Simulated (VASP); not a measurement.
# C: single point with LDA

C:

```
CELL_PARAMETERS angstrom
2.40249 0.00000 0.00000
-1.20124 2.08062 0.00000
0.00000 0.00000 8.78926
ATOMIC_POSITIONS crystal
C 0.00000 0.00000 0.09878
C 0.00000 0.00000 0.59878
C 0.00000 0.00000 0.40122
C 0.00000 0.00000 0.90122
C 0.33333 0.66667 0.15100
C 0.66667 0.33333 0.65100
C 0.33333 0.66667 0.34900
C 0.66667 0.33333 0.84900
```

This cell differs from its parent crystal: atoms displaced along a vibrational mode, the cell strained.

```json
{
 "Program": "VASP 6.6.1",
 "Task": "single point",
 "Functional": "LDA",
 "Potentials or basis": "VASP PAW LDA potentials, release 64 (C)",
 "Cutoff": "520 eV",
 "k mesh": "12 × 12 × 4",
 "Occupations": "gaussian, width 0.05 eV",
 "Spin": "no spin polarisation"
}
```

```
Pressure               : 19.9 GPa
Largest force          : 2.071 eV/Å
Band gap on the k mesh : 0.42 eV
```

Forces on the atoms (eV/Å):
```
C    0.000  0.000 -2.071
C    0.000  0.000 -2.071
C    0.000  0.000  2.071
C    0.000  0.000  2.071
C    0.000  0.000  1.774
C    0.000  0.000  1.774
C    0.000  0.000 -1.774
C    0.000  0.000 -1.774
```

Stress tensor (GPa, compression positive):
```
 55.76   0.00   0.00
  0.00  55.76   0.00
  0.00   0.00 -51.68
```

Levels at points of the mesh, in eV from the valence-band top:
```tsv
k point	band 14	band 15	band 16	band 17	band 18	band 19
(0.00, 0.00, 0.00)	-1.76	-1.76	0.00	0.42	5.95	5.95
(0.50, 0.00, 0.00)	-5.54	-5.22	-4.21	2.71	3.35	4.96
(0.00, 0.00, 0.50)	-2.07	-2.07	-2.07	4.46	4.46	6.32
(0.50, 0.00, 0.50)	-5.60	-5.17	-5.17	4.26	4.26	4.51
```

Wall time 32 s on 1 thread of Intel(R) Xeon(R) Platinum 8559C (Emerald Rapids) (shared host), peak memory 0.16 GiB.

Caveat: the cell differs from its parent crystal (atoms displaced along a vibrational mode, the cell strained); the stress differs along the axes, from -52 to 56 GPa; semilocal functionals underestimate gaps, and a narrow one can read as zero; forces of over 1 eV/Å act on the atoms, so gaps and moduli don't describe the material at rest. A k mesh can miss the band edges.
